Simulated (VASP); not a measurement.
A run of VASP 6.6.1 is set up as follows.

Contents of INCAR:

```
SYSTEM = Ag
PREC = Accurate ; ENCUT = 520
EDIFF = 1E-7 ; ISMEAR = -1
SIGMA = 0.1 ; LREAL = .FALSE.
LASPH = .TRUE. ; NELM = 80
ALGO = Normal ; ISIF = 2
LWAVE = .FALSE. ; LCHARG = .FALSE.
GGA = PS ; NBANDS = 12
```

KPOINTS

```
regular mesh
0
G
  24 24 24
  0 0 0
```

Contents of POSCAR:

```
Ag
1.0
    0.0000000000      2.0062003577      2.0062003577
    2.0062003577      0.0000000000      2.0062003577
    2.0062003577      2.0062003577      0.0000000000
Ag
1
Direct
    0.0000000000      0.0000000000      0.0000000000
```

Potentials or basis: VASP PAW PBE potentials, release 64 (Ag).

Launch:

```bash
$ cat potpaw_PBE.64/Ag/POTCAR > POTCAR
$ mpirun -np 1 vasp_std > vasp.out
```

**Question.** What does it give for the pressure?

**Answer.** 3.7 GPa.

Caveat: the PAW data sets were made with another functional, which shifts forces and pressure a little.
